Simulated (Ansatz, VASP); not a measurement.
**Two plane-wave programs on Li4NbO4**

```
CELL_PARAMETERS angstrom
-3.81195 3.81195 1.63010
3.81195 -3.81195 1.63010
3.81195 3.81195 -1.63010
ATOMIC_POSITIONS crystal
Li 0.33415 0.15733 0.49148
Li 0.84267 0.33415 0.17683
Li 0.15733 0.66585 0.82317
Li 0.66585 0.84267 0.50852
Nb 0.00000 0.00000 0.00000
O 0.75893 0.07971 0.83864
O 0.92029 0.75893 0.67922
O 0.07971 0.24107 0.32078
O 0.24107 0.92029 0.16136
```

Alike in both runs: functional PBEsol; k mesh 10 × 10 × 10; occupations gaussian, width 0.02 eV; no spin polarisation.

Ansatz relaxed the structure, and its values are those at the end. VASP's run is a single point on that final structure, the one shown.

```csv
,VASP,Ansatz
version,VASP 6.6.1,Ansatz 0.2.0
potentials or method,"VASP PAW PBE potentials, release 64 (Li_sv, Nb_sv, O), cutoff 520 eV","scalar-relativistic, plane waves, PAW"
valence electrons in the cell,49,49
```

Ansatz gave:

```
rms of the force components (eV/Å) : 0.001
```

**Question.** What did VASP give for the same quantities?

**Answer.** rms of the force components (eV/Å): 0.014.

VASP's potentials were made for PBE, not for PBEsol, and Ansatz warns of the same on its side.

Noted on VASP's run: the cutoff is under 1.25 times that of the potentials, so the pressure is a little rough.
